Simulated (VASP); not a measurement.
# TiSi16 (a cell with a defect) in VASP: single point with PBEsol

Aim: the single point of TiSi16 (a cell with a defect) with PBEsol.

Everything below comes from runs of VASP 6.6.1. Logs are shortened: lines on timing, memory, paths and dates and some standing lists are left out, and cuts for length are marked.

## Step 1: The cell of the first run

The cell holds a defect, 17 atoms: a = 7.679 Å, b = 7.679 Å, c = 7.679 Å, α = 60.00°, β = 60.00°, γ = 60.00°.

## Step 2: Single point, PBEsol

File INCAR:

```
PREC     = Accurate       # precision mode
ENCUT    = 520            # plane-wave cutoff, eV
EDIFF    = 1E-6           # SCF threshold, eV
ISMEAR   = -1             # smearing method
SIGMA    = 0.05           # smearing width, eV
LREAL    = Auto         
LASPH    = T              # aspherical terms in the spheres
NELM     = 80             # most SCF steps
ALGO     = Normal         # electronic algorithm
ISIF     = 2              # what is computed and relaxed
LWAVE    = F              # write WAVECAR
LCHARG   = T              # write CHGCAR
GGA      = PS             # functional
LELF     = T              # ELF
LVHAR    = T            
NBANDS   = 52             # bands
```

File KPOINTS:

```
regular mesh
0
Gamma
  2 2 2
```

File POSCAR:

```
TiSi16
1.0
    0.0000000000      5.4300000000      5.4300000000
    5.4300000000      0.0000000000      5.4300000000
    5.4300000000      5.4300000000      0.0000000000
Si Ti
16 1
Direct
    0.0007254008      0.0016138733     -0.0040156482
    0.1216016430      0.1214080509      0.1286289607
    0.0007096132      0.0016587848      0.5019156451
    0.1240196227      0.1251776607      0.6255329140
   -0.0114748980      0.5038210915      0.0038346154
    0.1216181081      0.6282972888      0.1286573838
    0.0007014187      0.4956223279      0.5019353190
    0.1216675275      0.6283664258      0.6215071716
    0.5037178378     -0.0116979362      0.0040493222
    0.6273428131      0.1219120196      0.1288305918
    0.4944571062      0.0017009573      0.5020500011
    0.6273387754      0.1220355030      0.6220690573
    0.5036970768      0.5039123082      0.0040756779
    0.6252617953      0.6248888956      0.1249541990
    0.5036426572      0.5039620366      0.4883884442
    0.6273337772      0.6284587690      0.6221192242
    0.3745426250      0.3750607433      0.8752830209
```

Potentials or basis: VASP PAW PBE potentials, release 64 (Si, Ti_sv).

Started as:

```sh
$ cat potpaw_PBE.64/Si/POTCAR potpaw_PBE.64/Ti_sv/POTCAR > POTCAR
$ mpirun -np 1 vasp_std > vasp.out
```

OUTCAR:

```text
PREC = Accurate
   ENCUT = 520
   EDIFF = 1E-6
   ISMEAR = -1
   LREAL = Auto
   LASPH = T
   NELM = 80
   ISIF = 2
   GGA = PS

 ion  position               nearest neighbor table
   1  0.001  0.002  0.996-   4 2.32   2 2.34   6 2.34  10 2.34
   2  0.122  0.121  0.129-   3 2.34   1 2.34   9 2.40   5 2.40  17 2.75
   3  0.001  0.002  0.502-   4 2.32   2 2.34   8 2.34  12 2.34
   4  0.124  0.125  0.626-  11 2.32   7 2.32   3 2.32   1 2.32
   5  0.989  0.504  0.004-  14 2.28   8 2.40   6 2.40   2 2.40  17 2.42
   6  0.122  0.628  0.129-   7 2.34   1 2.34  13 2.40   5 2.40  17 2.75
   7  0.001  0.496  0.502-   4 2.32   6 2.34   8 2.34  16 2.34
   8  0.122  0.628  0.622-   7 2.34   3 2.34  15 2.40   5 2.40  17 2.75
   9  0.504  0.988  0.004-  14 2.28  12 2.40  10 2.40   2 2.40  17 2.42
  10  0.627  0.122  0.129-  11 2.34   1 2.34  13 2.40   9 2.40  17 2.75
  11  0.494  0.002  0.502-   4 2.32  10 2.34  12 2.34  16 2.34
  12  0.627  0.122  0.622-  11 2.34   3 2.34  15 2.40   9 2.40  17 2.75
  13  0.504  0.504  0.004-  14 2.28  16 2.40  10 2.40   6 2.40  17 2.43
  14  0.625  0.625  0.125-   5 2.28   9 2.28  13 2.28  15 2.28
  15  0.504  0.504  0.488-  14 2.28  16 2.40  12 2.40   8 2.40  17 2.43
  16  0.627  0.628  0.622-  11 2.34   7 2.34  15 2.40  13 2.40  17 2.75
  17  0.375  0.375  0.875-   5 2.42   9 2.42  13 2.43  15 2.43  16 2.75  12 2.75  10 2.75   2 2.75
                             6 2.75   8 2.75

  LATTYP: Found a face centered cubic cell.
 ALAT       =    10.8600000000

  Lattice vectors:

 A1 = (   0.0000000000,   5.4300000000,   5.4300000000)
 A2 = (   5.4300000000,   0.0000000000,   5.4300000000)
 A3 = (   5.4300000000,   5.4300000000,   0.0000000000)

Analysis of symmetry for initial positions (statically):
=====================================================================
 Subroutine PRICEL returns:
 Original cell was already a primitive cell.

 Routine SETGRP: Setting up the symmetry group for a
 face centered cubic supercell.

 Subroutine GETGRP returns: Found  1 space group operations
 (whereof  1 operations were pure point group operations)
 out of a pool of 48 trial point group operations.

The static configuration has the point symmetry C_1 .

Analysis of symmetry for dynamics (positions and initial velocities):
=====================================================================
 Subroutine PRICEL returns:
 Original cell was already a primitive cell.

 Routine SETGRP: Setting up the symmetry group for a
 face centered cubic supercell.

 Subroutine GETGRP returns: Found  1 space group operations
 (whereof  1 operations were pure point group operations)
 out of a pool of 48 trial point group operations.

The dynamic configuration has the point symmetry C_1 .

 Subroutine INISYM returns: Found  1 space group operations
 (whereof  1 operations are pure point group operations),
 and found     1 'primitive' translations

----------------------------------------------------------------------------------------

                                     Primitive cell

  volume of cell :     320.2060

  direct lattice vectors                    reciprocal lattice vectors
     0.000000000  5.430000000  5.430000000    -0.092081031  0.092081031  0.092081031
     5.430000000  0.000000000  5.430000000     0.092081031 -0.092081031  0.092081031
     5.430000000  5.430000000  0.000000000     0.092081031  0.092081031 -0.092081031

  length of vectors
     7.679179644  7.679179644  7.679179644     0.159489025  0.159489025  0.159489025

  position of ions in fractional coordinates (direct lattice)
     0.000725401  0.001613873  0.995984352
     0.121601643  0.121408051  0.128628961
     0.000709613  0.001658785  0.501915645
     0.124019623  0.125177661  0.625532914
     0.988525102  0.503821092  0.003834615
     0.121618108  0.628297289  0.128657384
[... 9 lines left out ...]
     0.627333777  0.628458769  0.622119224
     0.374542625  0.375060743  0.875283021

  ion indices of the primitive-cell ions
   primitive index   ion index
                 1           1
                 2           2
                 3           3
                 4           4
                 5           5
                 6           6
[... 9 lines left out ...]
                16          16
                17          17

----------------------------------------------------------------------------------------

 KPOINTS: regular mesh

Automatic generation of k-mesh.
 Grid dimensions read from file:
 generate k-points for:    2    2    2

 Generating k-lattice:

  Cartesian coordinates                     Fractional coordinates (reciprocal lattice)
    -0.046040516  0.046040516  0.046040516     0.500000000  0.000000000  0.000000000
     0.046040516 -0.046040516  0.046040516     0.000000000  0.500000000  0.000000000
     0.046040516  0.046040516 -0.046040516     0.000000000  0.000000000  0.500000000

  Length of vectors
     0.079744512  0.079744512  0.079744512

  Shift w.r.t. Gamma in fractional coordinates (k-lattice)
     0.000000000  0.000000000  0.000000000

 Subroutine IBZKPT returns following result:
 ===========================================

 Found      8 irreducible k-points:

 Following reciprocal coordinates:
            Coordinates               Weight
  0.000000  0.000000  0.000000      1.000000
  0.500000  0.000000  0.000000      1.000000
  0.000000  0.500000  0.000000      1.000000
  0.000000  0.000000  0.500000      1.000000
  0.500000  0.500000  0.500000      1.000000
  0.500000  0.500000  0.000000      1.000000
  0.000000  0.500000  0.500000      1.000000
  0.500000  0.000000  0.500000      1.000000
   k-points           NKPTS =      8   k-points in BZ     NKDIM =      8   number of bands    NBANDS=     52
   number of dos      NEDOS =    301   number of ions     NIONS =     17
   total plane-waves  NPLWV = 216000
   dimension x,y,z NGX =    60 NGY =   60 NGZ =   60
   dimension x,y,z NGXF=   120 NGYF=  120 NGZF=  120
   ions per type =              16   1
   NGX,Y,Z   is equivalent  to a cutoff of  12.99, 12.99, 12.99 a.u.
   NGXF,Y,Z  is equivalent  to a cutoff of  25.98, 25.98, 25.98 a.u.
 SYSTEM =  unknown system
   PREC   = accura    normal or accurate (medium, high low for compatibility)
   ISTART =      0    job   : 0-new  1-cont  2-samecut
   ICHARG =      2    charge: 1-file 2-atom 10-const
   ISPIN  =      1    spin polarized calculation?
   LNONCOLLINEAR =      F non collinear calculations
   LSORBIT =      F    spin-orbit coupling
   LASPH  =      T    aspherical Exc in radial PAW
   ENCUT  =  520.0 eV  38.22 Ry    6.18 a.u.  14.28 14.28 14.28*2*pi/ulx,y,z
   NELM   =     80;   NELMIN=  2; NELMDL= -5     # of ELM steps
   EDIFF  = 0.1E-05   stopping-criterion for ELM
   LREAL  =      T    real-space projection
   EDIFFG = 0.1E-04   stopping-criterion for IOM
   NSW    =      0    number of steps for IOM
   IBRION =     -1    ionic relax: 0-MD 1-quasi-New 2-CG
   NFREE  =      0    steps in history (QN), initial steepest desc. (CG)
   ISIF   =      2    stress and relaxation
   ISYM   =      2    0-nonsym 1-usesym 2-fastsym
   POTIM  = 0.5000    time-step for ionic-motion
   TEBEG  =    0.0;   TEEND  =   0.0 temperature during run
   PSTRESS=    0.0 pullay stress
   NELECT =      76.0000    total number of electrons
   NUPDOWN=      -1.0000    fix difference up-down
   EMIN   =  10.00;   EMAX   =-10.00  energy-range for DOS
   EFERMI =   0.00;   METHOD = LEGACY
   ISMEAR =    -1;   SIGMA  =   0.05  broadening in eV -4-tet -1-fermi 0-gaus
   EFERMI_NEDOS =   21; number of points for ismear=-14 and -15
   IALGO  =     38    algorithm
   IMIX   =      4    mixing-type and parameters
     AMIX     =   0.40;   BMIX     =  1.00
     AMIX_MAG =   1.60;   BMIX_MAG =  1.00
  volume/ion in A,a.u.               =      18.84       127.11
  Fermi-wavevector in a.u.,A,eV,Ry     =   1.013607  1.915439 13.978610  1.027399
  Thomas-Fermi vector in A             =   2.146786
   LORBIT       =      0    0 simple, 1 ext, 2 COOP (PROOUT), +10 PAW based schemes
   GGA     = PS    functional components
   LHFCALC =     F    Hartree Fock is set to
   AEXX    =    0.0000 exact exchange contribution
   IVDW    =     0    specifies the selected vdW correction
   LEPSILON=     F    determine dielectric tensor
   LRPA    =     F    only Hartree local field effects (RPA)
 non-spin polarized calculation
  energy-cutoff  :      520.00
  volume of cell :      320.21
 maximum number of plane-waves:      8646
 NGX is ok and might be reduce to    60
   NGX = 29   NGY = 29   NGZ = 29

 number of electron      75.9999998 magnetization

 Free energy of the ion-electron system (eV)
  ---------------------------------------------------
  ext. energy  EPLUGINS =         0.00000000
  ---------------------------------------------------
  free energy    TOTEN  =       -98.37358479 eV

  energy without entropy =      -98.28013885  energy(sigma->0) =      -98.32686182

 E-fermi :   6.8100     XC(G=0):  -9.8809

 val. band max:        6.7778465006   @ k =   0.5000   0.5000   0.0000
 cond. band min:       6.8546462593   @ k =   0.5000   0.0000   0.0000
 fundamental gap:      0.0767997587
 Fermi energy:         6.8099506908

 k-point     1 :       0.0000    0.0000    0.0000
  band No.  band energies     occupation
      1     -49.7119      2.00000
      2     -26.1905      2.00000
      3     -26.1904      2.00000
      4     -26.1900      2.00000
      5      -5.7880      2.00000
      6      -3.5612      2.00000
[... 42 lines left out ...]
     49       8.0840      0.00000
     50       8.3929      0.00000

 k-point     2 :       0.5000    0.0000    0.0000
  band No.  band energies     occupation
      1     -49.7119      2.00000
      2     -26.1905      2.00000
      3     -26.1904      2.00000
      4     -26.1900      2.00000
      5      -5.0814      2.00000
      6      -4.8606      2.00000
[... 310 lines left out ...]
 k-point     8 :       0.5000    0.0000    0.5000
  band No.  band energies     occupation
      1     -49.7119      2.00000
      2     -26.1905      2.00000
      3     -26.1904      2.00000
      4     -26.1900      2.00000
      5      -4.7553      2.00000
      6      -4.6683      2.00000
[... 42 lines left out ...]
     49       9.7608      0.00000
     50      10.4203      0.00000
 [bands above 50 left out]

------------------------ aborting loop because EDIFF is reached ----------------------------------------

  FORCE on cell =-STRESS in cart. coord.  units (eV):
  Direction    XX          YY          ZZ          XY          YZ          ZX
  --------------------------------------------------------------------------------------
  -------------------------------------------------------------------------------------
  Total        4.1351495      4.1228152      4.1420896      0.0020991      0.0021177     -0.0078598
  in kB       20.6905632     20.6288474     20.7252888      0.0105030      0.0105959     -0.0393274
  external PRESSURE =      20.6815665 kB  Pullay stress =       0.0000000 kB

 VOLUME and BASIS-vectors are now :
 -----------------------------------------------------------------------------
  energy-cutoff  :      520.00
  volume of cell :      320.21
      direct lattice vectors                 reciprocal lattice vectors
     0.000000000  5.430000000  5.430000000    -0.092081031  0.092081031  0.092081031
     5.430000000  0.000000000  5.430000000     0.092081031 -0.092081031  0.092081031
     5.430000000  5.430000000  0.000000000     0.092081031  0.092081031 -0.092081031

 POSITION                                       TOTAL-FORCE (eV/Angst)
 -----------------------------------------------------------------------------------
      5.41696      5.41213      0.01270         0.004831      0.008100     -0.004674
      1.35770      1.35875      1.31954         0.003648     -0.005382      0.010726
      2.73441      2.72926      0.01286        -0.007659     -0.004284     -0.003624
      4.07636      4.07007      1.35314        -0.002069      0.001494      0.002473
      2.75657      5.38851      8.10344        -0.007775      0.011585      0.006619
      4.11026      1.35900      4.07204        -0.009671     -0.006238     -0.003332
[... 9 lines left out ...]
      6.79064      6.78453      6.81895        -0.003008      0.005082      0.011900
      6.78937      6.78655      4.07035        -0.006348      0.004894      0.004714
 -----------------------------------------------------------------------------------
    total drift:                                0.001854     -0.002158     -0.004782

  FREE ENERGIE OF THE ION-ELECTRON SYSTEM (eV)
  ---------------------------------------------------
  free  energy   TOTEN  =       -98.3735847879 eV

  energy  without entropy=      -98.2801388476  energy(sigma->0) =      -98.32686182
```

Wall time 2.3 min (1 thread of Intel Xeon 6975P-C (Granite Rapids), shared host); peak memory 0.49 GiB.

Results:

```yaml
Free_energy: -98.3736 eV
Pressure: 2.1 GPa
Largest_force: 0.028 eV/Å
Band_gap_on_the_k_mesh: zero (band 38 reaches 6.86 eV, above the bottom of band 39 at 6.45 eV)
```

Forces in eV/Å, atoms in the order of the input:
```
Si   0.005  0.008 -0.005
Si   0.004 -0.005  0.011
Si  -0.008 -0.004 -0.004
Si  -0.002  0.001  0.002
Si  -0.008  0.012  0.007
Si  -0.010 -0.006 -0.003
Si   0.003 -0.004  0.007
Si   0.006  0.006 -0.006
Si   0.022 -0.018  0.004
Si  -0.006  0.005  0.005
Si  -0.003  0.002  0.004
Si  -0.010  0.006  0.003
Si  -0.004 -0.017 -0.022
Si   0.001 -0.002 -0.001
Si   0.018  0.006 -0.020
Si  -0.003  0.005  0.012
Ti  -0.006  0.005  0.005
```

Levels at points of the mesh, in eV from the Fermi level:
| k point | band 34 | band 35 | band 36 | band 37 | band 38 | band 39 | band 40 | band 41 |
| --- | --- | --- | --- | --- | --- | --- | --- | --- |
| (0.00, 0.00, 0.00) | -0.94 | -0.94 | -0.93 | -0.37 | -0.36 | -0.36 | -0.12 | -0.12 |
| (0.50, 0.00, 0.00) | -1.92 | -1.28 | -1.28 | -0.26 | 0.04 | 0.05 | 0.45 | 0.45 |
| (0.00, 0.50, 0.00) | -1.92 | -1.29 | -1.28 | -0.26 | 0.04 | 0.05 | 0.45 | 0.45 |
| (0.00, 0.00, 0.50) | -1.91 | -1.29 | -1.29 | -0.26 | 0.05 | 0.05 | 0.45 | 0.45 |
| (0.50, 0.50, 0.50) | -1.92 | -1.29 | -1.28 | -0.26 | 0.05 | 0.05 | 0.45 | 0.45 |
| (0.50, 0.50, 0.00) | -1.93 | -1.93 | -1.81 | -0.70 | -0.03 | 0.60 | 0.60 | 1.11 |
| (0.00, 0.50, 0.50) | -1.93 | -1.93 | -1.81 | -0.70 | -0.03 | 0.60 | 0.60 | 1.11 |
| (0.50, 0.00, 0.50) | -1.93 | -1.93 | -1.81 | -0.70 | -0.03 | 0.60 | 0.60 | 1.11 |

Caveat: the k points lie up to 0.50 Å⁻¹ apart; the PAW data sets were made with another functional, which shifts forces and pressure a little.
